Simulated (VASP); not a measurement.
The system is Pd.

```xyz
1
Lattice="-1.5723 1.5723 1.5723 1.5723 -1.5723 1.5723 1.5723 1.5723 -1.5723" Properties=species:S:1:pos:R:3 pbc="T T T"
Pd    0.0000    0.0000    0.0000
```

This isn't the form of Pd at room conditions, which is fcc.

Base run:

* Program: VASP 6.6.1
* Functional: PBE
* Potentials or basis: VASP PAW PBE potentials, release 64 (Pd)
* Cutoff: 520 eV
* k mesh: 10 × 10 × 10
* Occupations: fermi-dirac, width 0.05 eV
* Spin: no spin polarisation

Its results: band gap on the k mesh zero (bands 5 and 6 overlap by 1.43 eV); pressure -1.2 GPa.

After a change of settings the same cell gave: band gap on the k mesh zero (bands 5 and 6 overlap by 2.08 eV); pressure -7.1 GPa. Which change was it?
A. functional from PBE to PBE-based screened hybrid with 25 % exact exchange; k mesh from 10 × 10 × 10 to 6 × 6 × 6
B. functional from PBE to HSE06; k mesh from 10 × 10 × 10 to 8 × 8 × 8
C. functional from PBE to r2SCANh; k mesh from 10 × 10 × 10 to 6 × 6 × 6
D. functional from PBE to B3LYP; k mesh from 10 × 10 × 10 to 6 × 6 × 6

C.

Caveats: some runs use coarse meshes; the PAW data sets were made with another functional, which shifts forces and pressure a little (at least some runs).
